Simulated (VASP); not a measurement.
The system is CoSi2.

```
Co Si
1.0
     0.00000    2.56838    2.56838
     2.56838    0.00000    2.56838
     2.56838    2.56838    0.00000
Co Si
1 2
Direct
  0.00000 0.00000 0.00000
  0.25000 0.25000 0.25000
  0.75000 0.75000 0.75000
```

Base run:

| Quantity | Value |
| --- | --- |
| Program | VASP 6.6.1 |
| Functional | PBE |
| Potentials or basis | VASP PAW PBE potentials, release 64 (Co, Si) |
| Cutoff | 520 eV |
| k mesh | 14 × 14 × 14 |
| Occupations | gaussian, width 0.15 eV |
| Spin | collinear spin, ferromagnetic start |
| Starting moments | [0.825, 0.0, 0.0] μB |
| Fixed moment | 0.825 μB |

Its results: pressure 32.4 GPa; site moments Co +0.49; Si +0.07 μB.

Question: The run is repeated on the same cell with these changes: fixed moment from 0.825 μB to 1.925 μB; moments at the start from [0.82, 0.0, 0.0] to [1.92, 0.0, 0.0]. What comes out?

Answer: Pressure 45.6 GPa; site moments Co +1.17; Si +0.16 μB.

Caveats: the cell stands under pressure; the total moment is fixed, so each spin has its own Fermi level.
